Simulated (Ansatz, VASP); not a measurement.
## One calculation of Ba3Mo, two programs

```
CELL_PARAMETERS angstrom
4.97798 0.00000 0.00000
0.00000 4.97798 0.00000
0.00000 0.00000 4.92681
ATOMIC_POSITIONS crystal
Ba 0.00000 0.50000 0.50000
Ba 0.50000 0.00000 0.50000
Ba 0.50000 0.50000 0.00000
Mo 0.00000 0.00000 0.00000
```

Alike in both runs: task relaxation of cell and atoms; functional PBE; k mesh 4 × 4 × 4; occupations gaussian, width 0.1 eV; no spin polarisation.

|  | VASP | Ansatz |
| --- | --- | --- |
| version | VASP 6.6.1 | Ansatz 0.2.0 |
| potentials or method | VASP PAW PBE potentials, release 64 (Ba_sv, Mo_sv), cutoff 600 eV | scalar-relativistic, plane waves, PAW |
| valence electrons in the cell | 44 | 44 |

```csv
,VASP,Ansatz,Ansatz less VASP
"gap on the k mesh at the Fermi level, each at its own relaxed structure (eV)",none,none,-
relaxed volume (Å³/atom),39.17,37.26,-1.906
relaxed cell length with the largest relative difference (Å),5.409,5.307,-0.1014
```

A gap of «none» marks a metal or a gap that the smearing closes.

Spin-orbit coupling is off throughout. Noted on VASP's run: the volume moved by over 15 % at a fixed basis, so the end points are rough.
